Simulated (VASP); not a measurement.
# Sn2C (P-3m1) in VASP: single point with PBE

Aim: the single point of Sn2C with PBE.

Everything below comes from runs of VASP 6.6.1. Logs are shortened: lines on timing, memory, paths and dates and some standing lists are left out, and cuts for length are marked.

## (1) The cell of the first run

It takes space group P-3m1 (No. 164, trigonal). The conventional cell has a = 3.530 Å, b = 3.530 Å, c = 12.487 Å, α = 90.00°, β = 90.00°, γ = 120.00°. Within 2.9 Å of C (site symmetry 3m) lie 4 Sn at 2.18 to 2.22 Å. Within 3.0 Å of Sn (site symmetry 3m) lie 3 C at 2.18 Å and 1 Sn at 2.94 Å. Within 2.9 Å of Sn (site symmetry 3m) lie 1 C at 2.22 Å.

## (2) Single point, PBE

INCAR

```
ALGO = Normal
EDIFF = 1E-7
ENCUT = 520
GGA = PE
ISIF = 2
ISMEAR = -1
LASPH = True
LCHARG = False
LREAL = False
LWAVE = False
NBANDS = 41
NELM = 60
PREC = Accurate
SIGMA = 0.02
```

KPOINTS

```
k-points
0
Gamma
  12 12 4
```

POSCAR

```
Sn2C
1.0
    3.5302565272      0.0000000000      0.0000000000
   -1.7651282636      3.0572918344      0.0000000000
    0.0000000000      0.0000000000     12.4873759071
C Sn
2 4
Direct
    0.3333333333      0.6666666667      0.6801725770
    0.6666666667      0.3333333333      0.3198274230
    0.0000000000      0.0000000000      0.3821343806
    0.6666666667      0.3333333333      0.1423656665
    0.0000000000      0.0000000000      0.6178656194
    0.3333333333      0.6666666667      0.8576343335
```

Potentials or basis: VASP PAW PBE potentials, release 64 (C, Sn_d).

Run with:

```
cat potpaw_PBE.64/C/POTCAR potpaw_PBE.64/Sn_d/POTCAR > POTCAR
mpirun -np 1 vasp_std > vasp.out
```

OUTCAR:

```text
EDIFF = 1E-7
   ENCUT = 520
   GGA = PE
   ISIF = 2
   ISMEAR = -1
   LASPH = True
   LREAL = False
   NELM = 60
   PREC = Accurate

 ion  position               nearest neighbor table
   1  0.333  0.667  0.680-   5 2.18   5 2.18   5 2.18   6 2.22
   2  0.667  0.333  0.320-   3 2.18   3 2.18   3 2.18   4 2.22
   3  0.000  0.000  0.382-   2 2.18   2 2.18   2 2.18   5 2.94   4 3.62   4 3.62   4 3.62
   4  0.667  0.333  0.142-   2 2.22   3 3.62   3 3.62   3 3.62
   5  0.000  0.000  0.618-   1 2.18   1 2.18   1 2.18   3 2.94   6 3.62   6 3.62   6 3.62
   6  0.333  0.667  0.858-   1 2.22   5 3.62   5 3.62   5 3.62

  LATTYP: Found a hexagonal cell.
 ALAT       =     3.5302565272
 C/A-ratio  =     3.5372432034

  Lattice vectors:

 A1 = (   3.5302565272,   0.0000000000,   0.0000000000)
 A2 = (  -1.7651282636,   3.0572918344,   0.0000000000)
 A3 = (   0.0000000000,   0.0000000000,  12.4873759071)

Analysis of symmetry for initial positions (statically):
=====================================================================
 Subroutine PRICEL returns:
 Original cell was already a primitive cell.

 Routine SETGRP: Setting up the symmetry group for a
 hexagonal supercell.

 Subroutine GETGRP returns: Found 12 space group operations
 (whereof 12 operations were pure point group operations)
 out of a pool of 24 trial point group operations.

The static configuration has the point symmetry D_3d.

Analysis of symmetry for dynamics (positions and initial velocities):
=====================================================================
 Subroutine PRICEL returns:
 Original cell was already a primitive cell.

 Routine SETGRP: Setting up the symmetry group for a
 hexagonal supercell.

 Subroutine GETGRP returns: Found 12 space group operations
 (whereof 12 operations were pure point group operations)
 out of a pool of 24 trial point group operations.

The dynamic configuration has the point symmetry D_3d.

 Subroutine INISYM returns: Found 12 space group operations
 (whereof 12 operations are pure point group operations),
 and found     1 'primitive' translations

----------------------------------------------------------------------------------------

[... 93 lines left out ...]
   ICHARG =      2    charge: 1-file 2-atom 10-const
   ISPIN  =      1    spin polarized calculation?
   LNONCOLLINEAR =      F non collinear calculations
   LSORBIT =      F    spin-orbit coupling
   LASPH  =      T    aspherical Exc in radial PAW
   ENCUT  =  520.0 eV  38.22 Ry    6.18 a.u.   6.56  6.56 23.22*2*pi/ulx,y,z
   NELM   =     60;   NELMIN=  2; NELMDL= -5     # of ELM steps
   EDIFF  = 0.1E-06   stopping-criterion for ELM
   LREAL  =      F    real-space projection
   EDIFFG = 0.1E-05   stopping-criterion for IOM
   NSW    =      0    number of steps for IOM
   IBRION =     -1    ionic relax: 0-MD 1-quasi-New 2-CG
   NFREE  =      0    steps in history (QN), initial steepest desc. (CG)
   ISIF   =      2    stress and relaxation
   ISYM   =      2    0-nonsym 1-usesym 2-fastsym
   POTIM  = 0.5000    time-step for ionic-motion
   TEBEG  =    0.0;   TEEND  =   0.0 temperature during run
   PSTRESS=    0.0 pullay stress
   NELECT =      64.0000    total number of electrons
   NUPDOWN=      -1.0000    fix difference up-down
   EMIN   =  10.00;   EMAX   =-10.00  energy-range for DOS
   EFERMI =   0.00;   METHOD = LEGACY
   ISMEAR =    -1;   SIGMA  =   0.02  broadening in eV -4-tet -1-fermi 0-gaus
   EFERMI_NEDOS =   21; number of points for ismear=-14 and -15
   IALGO  =     38    algorithm
   IMIX   =      4    mixing-type and parameters
     AMIX     =   0.40;   BMIX     =  1.00
     AMIX_MAG =   1.60;   BMIX_MAG =  1.00
  volume/ion in A,a.u.               =      22.46       151.59
  Fermi-wavevector in a.u.,A,eV,Ry     =   1.277213  2.413583 22.194822  1.631273
  Thomas-Fermi vector in A             =   2.409825
   LORBIT       =      0    0 simple, 1 ext, 2 COOP (PROOUT), +10 PAW based schemes
   GGA     = PE    functional components
   LHFCALC =     F    Hartree Fock is set to
   AEXX    =    0.0000 exact exchange contribution
   IVDW    =     0    specifies the selected vdW correction
   LEPSILON=     F    determine dielectric tensor
   LRPA    =     F    only Hartree local field effects (RPA)
 non-spin polarized calculation
  energy-cutoff  :      520.00
  volume of cell :      134.78
 maximum number of plane-waves:      3682
 NGX is ok and might be reduce to    28
   NGX = 13   NGY = 13   NGZ = 47

 number of electron      64.0000009 magnetization

 Free energy of the ion-electron system (eV)
  ---------------------------------------------------
  ext. energy  EPLUGINS =         0.00000000
  ---------------------------------------------------
  free energy    TOTEN  =       -29.83169474 eV

  energy without entropy =      -29.82945215  energy(sigma->0) =      -29.83057344

 E-fermi :   6.4889     XC(G=0):  -9.9171

 val. band max:        6.4784206954   @ k =   0.3333   0.3333   0.2500
 cond. band min:       6.4937603743   @ k =   0.2500   0.2500   0.2500
 fundamental gap:      0.0153396789
 Fermi energy:         6.4888562585

 k-point     1 :       0.0000    0.0000    0.0000
  band No.  band energies     occupation
      1     -14.7659      2.00000
      2     -14.7490      2.00000
      3     -14.7490      2.00000
      4     -14.7484      2.00000
      5     -14.7484      2.00000
      6     -14.6633      2.00000
[... 1045 lines left out ...]
     40      12.3575      0.00000
     41      12.6795      0.00000

 [... further k-points ...]
[... 5 lines left out ...]
  --------------------------------------------------------------------------------------
  -------------------------------------------------------------------------------------
  Total       -0.0279280     -0.0279280     -0.0294370      0.0000000     -0.0000000      0.0000000
  in kB       -0.3319988     -0.3319988     -0.3499366      0.0000000     -0.0000000      0.0000000
  external PRESSURE =      -0.3379781 kB  Pullay stress =       0.0000000 kB

 VOLUME and BASIS-vectors are now :
 -----------------------------------------------------------------------------
  energy-cutoff  :      520.00
  volume of cell :      134.78
      direct lattice vectors                 reciprocal lattice vectors
     3.530256527  0.000000000  0.000000000     0.283265534  0.163543432  0.000000000
    -1.765128264  3.057291834  0.000000000     0.000000000  0.327086865  0.000000000
     0.000000000  0.000000000 12.487375907     0.000000000  0.000000000  0.080080876

 POSITION                                       TOTAL-FORCE (eV/Angst)
 -----------------------------------------------------------------------------------
     -0.00000      2.03819      8.49357        -0.000000     -0.000000     -0.005963
      1.76513      1.01910      3.99381         0.000000      0.000000      0.005963
      0.00000      0.00000      4.77186        -0.000000      0.000000     -0.003754
      1.76513      1.01910      1.77777        -0.000000     -0.000000     -0.004805
      0.00000      0.00000      7.71552         0.000000     -0.000000      0.003754
     -0.00000      2.03819     10.70960         0.000000      0.000000      0.004805
 -----------------------------------------------------------------------------------
    total drift:                                0.000000     -0.000000      0.000000

  FREE ENERGIE OF THE ION-ELECTRON SYSTEM (eV)
  ---------------------------------------------------
  free  energy   TOTEN  =       -29.8316947359 eV

  energy  without entropy=      -29.8294521537  energy(sigma->0) =      -29.83057344
```

Run time: 7.7 min. Hardware: 1 thread of AMD EPYC 7R13 (Zen 3), shared host; peak memory 0.4 GiB.

Results:

| Item | Value |
| --- | --- |
| Free energy | -29.8317 eV |
| Pressure | 0.0 GPa |
| Largest force | 0.006 eV/Å |
| Band gap on the k mesh | zero (bands 32 and 33 overlap by 3.39 eV) |

Forces in eV/Å, atoms in the order of the input:
```
C    0.000  0.000 -0.006
C    0.000  0.000  0.006
Sn   0.000  0.000 -0.004
Sn   0.000  0.000 -0.005
Sn   0.000  0.000  0.004
Sn   0.000  0.000  0.005
```

Caveat: spin-orbit coupling is left out, which moves the levels of the heavy elements.
